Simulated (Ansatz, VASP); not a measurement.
## One calculation of GeN, two programs

```
CELL_PARAMETERS angstrom
2.81490 0.00000 0.00000
0.00000 2.81490 0.00000
0.00000 0.00000 2.81490
ATOMIC_POSITIONS crystal
Ge 0.00000 0.00000 0.00000
N 0.50000 0.50000 0.50000
```

Change from the starting cell: species swapped into the ScIr type (Pm-3m, No. 221).

Alike in both runs: functional PBE; k mesh 6 × 6 × 6; occupations gaussian, width 0.2 eV; no spin polarisation.

Ansatz relaxed the structure, and its values are those at the end. VASP's run is a single point on that final structure, the one shown.

|  | VASP | Ansatz |
| --- | --- | --- |
| version | VASP 6.6.1 | Ansatz 0.2.0 |
| potentials or method | VASP PAW PBE potentials, release 64 (Ge_d, N), cutoff 520 eV | scalar-relativistic, plane waves, PAW |
| valence electrons in the cell | 19 | 19 |

Ansatz gave:

| Item | Value |
| --- | --- |
| gap on the k mesh at the Fermi level (eV) | none |
| pressure (GPa) | 0.0 |

Q: Estimate VASP's values.

A: gap on the k mesh at the Fermi level (eV): none; pressure (GPa): 0.2.

A gap of «none» marks a metal or a gap that the smearing closes.

The k mesh is coarse, so the values compare programs but aren't converged.
